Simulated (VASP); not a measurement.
Input of a VASP 6.6.1 run:

Contents of POSCAR:

```
Fe
1.0
   -1.4345540696      1.4345540696      1.4345540696
    1.4345540696     -1.4345540696      1.4345540696
    1.4345540696      1.4345540696     -1.4345540696
Fe
1
Direct
    0.0000000000      0.0000000000      0.0000000000
```

File INCAR.step1:

```
SYSTEM = Fe
PREC     = Accurate       ! precision mode
ENCUT    = 520            ! plane-wave cutoff, eV
ISMEAR   = -1             ! smearing method
SIGMA    = 0.05           ! smearing width, eV
LREAL    = .False.        ! projectors in reciprocal space
LASPH    = .True.         ! aspherical terms in the spheres
NELM     = 150            ! most SCF steps
ISPIN    = 2              ! spin polarisation
MAGMOM   = 2.804          ! initial moments
LMAXMIX  = 4              ! l up to which the mixer works
NBANDS   = 14             ! bands
GGA      = PE             ! functional
ALGO     = Normal         ! electronic algorithm
EDIFF    = 1E-4           ! SCF threshold, eV
LWAVE    = .True.         ! write WAVECAR
LCHARG   = .False.        ! write CHGCAR
```

The input INCAR.step2:

```
SYSTEM = Fe
PREC     = Accurate       ! precision mode
ENCUT    = 520            ! plane-wave cutoff, eV
EDIFF    = 1E-6           ! SCF threshold, eV
ISMEAR   = -1             ! smearing method
SIGMA    = 0.05           ! smearing width, eV
LREAL    = .False.        ! projectors in reciprocal space
LASPH    = .True.         ! aspherical terms in the spheres
NELM     = 150            ! most SCF steps
ALGO     = Normal         ! electronic algorithm
ISIF     = 2              ! what is computed and relaxed
LWAVE    = .False.        ! write WAVECAR
LCHARG   = .True.         ! write CHGCAR
ISPIN    = 2              ! spin polarisation
MAGMOM   = 2.804          ! initial moments
LORBIT   = 11             ! projections on sites
LMAXMIX  = 4              ! l up to which the mixer works
METAGGA  = R2SCAN         ! meta-GGA
LMIXTAU  = .True.       
LELF     = .True.         ! ELF
LVHAR    = .True.       
NBANDS   = 14             ! bands
ISTART   = 1
```

Contents of KPOINTS:

```
regular mesh
0
Gamma
  5 5 5
  0 0 0
```

Potentials or basis: VASP PAW PBE potentials, release 64 (Fe).

Command:

```bash
$ cat potpaw_PBE.64/Fe/POTCAR > POTCAR
$ cp INCAR.step1 INCAR
$ mpirun -np 1 vasp_std > vasp.out
$ cp INCAR.step2 INCAR
$ mpirun -np 1 vasp_std > vasp.out
```

Task: Predict the pressure.

Result: 6.0 GPa.

Task: Estimate the site moments.

Result: Fe +2.93 μB.

Task: Estimate the net moment.

Result: 2.88 μB per cell.

Caveat: the k points lie up to 0.62 Å⁻¹ apart; the PAW data sets were made with another functional, which shifts forces and pressure a little.
